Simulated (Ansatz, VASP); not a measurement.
## Two plane-wave programs on Al12HO

File INCAR:

```
SYSTEM = Al12HO
  PREC = Accurate
  ENCUT = 520
  EDIFF = 1E-6
  ISMEAR = 0
  SIGMA = 0.1
  LREAL = .FALSE.
  LASPH = .TRUE.
  NELM = 150
  ALGO = Normal
  ISIF = 2
  LWAVE = .FALSE.
  LCHARG = .TRUE.
  ISPIN = 2
  MAGMOM = 0 0 0 0 0 0 0 0 0 0 0 0 1 0
  LORBIT = 11
  LDIPOL = .TRUE.
  IDIPOL = 3
  DIPOL = 0.5 0.5 0.288
  GGA = PE
  LELF = .TRUE.
  LVHAR = .TRUE.
  LVACPOTAV = .TRUE.
  NBANDS = 38
```

File KPOINTS:

```
Automatic mesh
0
G
  5 5 1
  0 0 0
```

POSCAR

```
Al12HO
1.0
    5.7143028096      0.0000000000      0.0000000000
    0.0000000000      5.7143028096      0.0000000000
    0.0000000000      0.0000000000     22.1750227687
Al O H
12 1 1
Direct
    0.2500000000      0.2500000000      0.1803831293
    0.2500000000      0.7500000000      0.1803831293
    0.7500000000      0.2500000000      0.1803831293
    0.7500000000      0.7500000000      0.1803831293
    0.0000000000      0.0000000000      0.2744094920
    0.0000000000      0.5000000000      0.2744094920
    0.5000000000      0.0000000000      0.2744094920
    0.5000000000      0.5000000000      0.2744094920
    0.2500000000      0.2500000000      0.3686590473
    0.2500000000      0.7500000000      0.3686590473
    0.7500000000      0.2500000000      0.3686590473
    0.7500000000      0.7500000000      0.3686590473
    0.5000000000      0.5000000000      0.3560322283
    0.6071648556      0.6071648556      0.3785801195
```

Input for Ansatz:

```yaml
crystal:
  lattice:
    - [5.7143028096, 0.0, 0.0]
    - [0.0, 5.7143028096, 0.0]
    - [0.0, 0.0, 22.1750227687]
  atoms:
    - { symbol: Al, position: [0.25, 0.25, 0.1803831293] }
    - { symbol: Al, position: [0.25, 0.75, 0.1803831293] }
    - { symbol: Al, position: [0.75, 0.25, 0.1803831293] }
    - { symbol: Al, position: [0.75, 0.75, 0.1803831293] }
    - { symbol: Al, position: [0.0, 0.0, 0.274409492] }
    - { symbol: Al, position: [0.0, 0.5, 0.274409492] }
    - { symbol: Al, position: [0.5, 0.0, 0.274409492] }
    - { symbol: Al, position: [0.5, 0.5, 0.274409492] }
    - { symbol: Al, position: [0.25, 0.25, 0.3686590473] }
    - { symbol: Al, position: [0.25, 0.75, 0.3686590473] }
    - { symbol: Al, position: [0.75, 0.25, 0.3686590473] }
    - { symbol: Al, position: [0.75, 0.75, 0.3686590473] }
    - { symbol: O, position: [0.5, 0.5, 0.3560322283], spin: 1.0 }
    - { symbol: H, position: [0.6071648556, 0.6071648556, 0.3785801195] }
basis:
  ecutwfc: 420
kpoints:
  mp_grid: { grid: [5, 5, 1] }
hamiltonian:
  xc: pbe
scf:
  occupations: { method: gaussian, width: 0.1 }
output:
  forces: true
  eigenvalues: true
  populations: true
magnetization:
  spin_polarized: true
efield:
  axis: 3
  dipole_correction: true
  ramp_width: 0.04
```

Alike in both runs: task single point; functional PBE; k mesh 5 × 5 × 1; occupations gaussian, width 0.1 eV; collinear spin.

|  | VASP | Ansatz |
| --- | --- | --- |
| version | VASP 6.6.1 | Ansatz 0.2.0 |
| potentials or method | VASP PAW PBE potentials, release 64 (Al, O, H), cutoff 520 eV | scalar-relativistic, plane waves, PAW |
| valence electrons in the cell | 43 | 43 |

```csv
,VASP,Ansatz,Ansatz less VASP
gap on the k mesh at the Fermi level (eV),none,none,-
rms of the force components (eV/Å),3.414,3.437,+0.0235
net moment per atom (μB),0.00,0.00,0.000
"work function, face that differs most (eV)",4.35,4.35,-0.002
```

Atom by atom the forces differ by 0.058 eV/Å (rms over components). A gap of «none» marks a metal or a gap that the smearing closes. The functional is the same, so the differences come from potentials, cutoffs and numerics. Ansatz's warnings: seeded moment not kept.
